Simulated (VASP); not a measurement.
Te: single point with PBE

Crystal: Te.

```
Te
1.0
     0.00000    2.88923    2.88923
     2.88923    0.00000    2.88923
     2.88923    2.88923    0.00000
Te
2
Direct
  0.87500 0.87500 0.87500
  0.12500 0.12500 0.12500
```

This isn't the form of Te at room conditions, which is trigonal, of chains.

```
Program             : VASP 6.6.1
Task                : single point
Functional          : PBE
Potentials or basis : VASP PAW PBE potentials, release 64 (Te)
Cutoff              : 520 eV
k mesh              : 10 × 10 × 10
Occupations         : fermi-dirac, width 0.1 eV
Spin                : no spin polarisation
```

* Pressure: 70.5 GPa
* Band gap on the k mesh: zero (bands 6 and 7 overlap by 3.10 eV)

Levels at points of the mesh, in eV from the Fermi level:
```
           k point  band 4  band 5  band 6  band 7  band 8  band 9
(0.00, 0.00, 0.00)   -4.92   -4.92   -1.69   -1.69   -1.69    3.04
(0.50, 0.00, 0.00)   -6.25   -4.27   -0.21   -0.21    3.63    6.52
(0.50, 0.50, 0.00)   -7.71   -2.89   -2.89    4.94    4.94    7.40
```

Run time: 25 s on 1 thread of Intel(R) Xeon(R) Platinum 8259CL CPU @ 2.50GHz (Skylake/Cascade Lake), with other jobs on the host, peak memory 0.18 GiB.

Caveat: the cell stands under pressure; spin-orbit coupling is left out, which moves the levels of the heavy elements.
